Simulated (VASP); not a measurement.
Runs of VASP 6.6.1 on Si3Ag. The structure is that of space group Im-3m (No. 229), or close to it. The cells are those of the table. The cell was built from a structure type or drawn by symmetry, and may not be a known phase.

```tsv
task	cell	k mesh	cutoff (eV)	gap on the mesh (eV)	pressure (GPa)	relaxed volume (Å³/atom)
single point	a = 4.413 Å, angles 109.5°, 4 atoms	6 × 6 × 6	520	none	3.1	-
single point	a = 4.459 Å, angles 109.5°, 4 atoms	12 × 12 × 12	520	none	0.0	-
relaxation of cell and atoms	relaxed from a = 4.455 Å, angles 109.5°, 4 atoms	12 × 12 × 12	600	none	0.0	17.07
relaxation of cell and atoms	relaxed from a = 4.413 Å, angles 109.5°, 4 atoms	6 × 6 × 6	600	none	0.0	(a)
single point	a = 4.455 Å, angles 109.5°, 4 atoms	6 × 6 × 6	520	none	0.2	-
```

Alike in all rows: level PBE; potentials or basis VASP PAW PBE potentials, release 64 (Si, Ag); no spin polarisation; smearing gaussian 0.1 eV.

Task: Fill in the values left out.

Result: (a) 17.05.

Caveats: the cell stands under pressure (at least some runs).

A k mesh can miss the band edges, and the runs leave out spin-orbit coupling on Ag.

A gap of «none» marks levels without a gap at the run's occupations.
